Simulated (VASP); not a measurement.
Cr:

```xyz
2
Lattice="2.7140 0.0000 0.0000 -1.3570 2.3504 0.0000 0.0000 0.0000 4.4100" Properties=species:S:1:pos:R:3 pbc="T T T"
Cr    1.3570    0.7835    3.3075
Cr    0.0000    1.5669    1.1025
```

This isn't the form of Cr at room conditions, which is bcc.

Program: VASP 6.6.1. Alike in all runs: task single point; spin collinear, ferromagnetic start; cell as given; cutoff (eV) 520.

Problem. Order these runs on this cell by their pressure, lowest first.
A. level PBE; potentials or basis VASP PAW PBE potentials, release 64 (Cr_pv); k mesh 9 × 9 × 5; smearing gaussian 0.1 eV
B. level LDA; potentials or basis VASP PAW LDA potentials, release 64 (Cr_pv); k mesh 11 × 11 × 6; smearing gaussian 0.02 eV
C. level B3LYP; potentials or basis VASP PAW PBE potentials, release 64 (Cr_pv); k mesh 6 × 6 × 3; smearing fermi-dirac 0.05 eV; grid for exact exchange (PRECFOCK) Normal; share of exact exchange 0.2
D. level LDA+U; potentials or basis VASP PAW LDA potentials, release 64 (Cr_pv); U Cr d U = 5.3 eV; k mesh 11 × 11 × 6; smearing gaussian 0.01 eV

Solution. B (-38.3 GPa), A (-25.3 GPa), C (-21.6 GPa), D (41.3 GPa).

Caveats: some runs use coarse meshes; an empty level that is flat over the whole mesh can mark a ghost state of the potentials, or a narrow d or f band (at least some runs); the cell stands under tension (at least some runs); the PAW data sets were made with another functional, which shifts forces and pressure a little (at least some runs); the cell stands under pressure (at least some runs); the U is typed as a test and isn't derived for this compound (at least some runs).
